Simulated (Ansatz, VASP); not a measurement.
## SiC2: VASP beside Ansatz

The input INCAR:

```
SYSTEM = SiC2
ALGO     = Normal         ! electronic algorithm
EDIFF    = 1E-6           ! SCF threshold, eV
EDIFFG   = -0.04          ! ionic threshold
ENCUT    = 600            ! plane-wave cutoff, eV
GGA      = PE             ! functional
IBRION   = 2              ! ionic algorithm
ISIF     = 3              ! what is computed and relaxed
ISMEAR   = 0              ! smearing method
LASPH    = .True.         ! aspherical terms in the spheres
LCHARG   = .False.        ! write CHGCAR
LREAL    = .False.        ! projectors in reciprocal space
LWAVE    = .False.        ! write WAVECAR
NELM     = 60             ! most SCF steps
NSW      = 90             ! ionic steps
PREC     = Accurate       ! precision mode
SIGMA    = 0.1            ! smearing width, eV
```

Contents of KPOINTS:

```
k-points
0
Gamma
  6 6 4
  0 0 0
```

File POSCAR:

```
SiC2
1.0
    2.6798104000      0.0000000000      0.0000000000
   -1.3399052000      2.3207838900      0.0000000000
    0.0000000000      0.0000000000      6.5641681000
Si C
1 2
Direct
    0.0000000000      0.0000000000      0.5000000000
    0.6666666700      0.3333333300      0.8333333300
    0.3333333300      0.6666666700      0.1666666700
```

Input for Ansatz:

```yaml
crystal:
  lattice:
    - [2.6798104, 0.0, 0.0]
    - [-1.3399052, 2.32078389, 0.0]
    - [0.0, 0.0, 6.5641681]
  atoms:
    - { symbol: Si, position: [0.0, 0.0, 0.5] }
    - { symbol: C, position: [0.66666667, 0.33333333, 0.83333333] }
    - { symbol: C, position: [0.33333333, 0.66666667, 0.16666667] }
basis:
  ecutwfc: 420
kpoints:
  mp_grid: { grid: [6, 6, 4] }
hamiltonian:
  xc: pbe
scf:
  occupations: { method: gaussian, width: 0.1 }
  lower_state_search: "off"
output:
  forces: true
  stress: true
  eigenvalues: true
relax:
  adjacent_minimum: "off"
  f_tol: 0.04
  max_steps: 70
  cell: { stress_tol: 0.4 }
```

Alike in both runs: task relaxation of cell and atoms; functional PBE; k mesh 6 × 6 × 4; occupations gaussian, width 0.1 eV; no spin polarisation.

|  | VASP | Ansatz |
| --- | --- | --- |
| version | VASP 6.6.1 | Ansatz 0.2.0 |
| potentials or method | VASP PAW PBE potentials, release 64 (Si, C), cutoff 600 eV | scalar-relativistic, plane waves, PAW |
| valence electrons in the cell | 12 | 12 |

```tsv
	VASP	Ansatz	Ansatz less VASP
relaxed volume (Å³/atom)	14.09	14.93	+0.839
relaxed length of the cell vector where the two differ most in proportion (Å)	7.978	8.454	+0.4761
```

One of these differences is far larger than is usual between the two programs; its cause wasn't traced.

The k mesh is coarse, so the values compare programs but aren't converged.
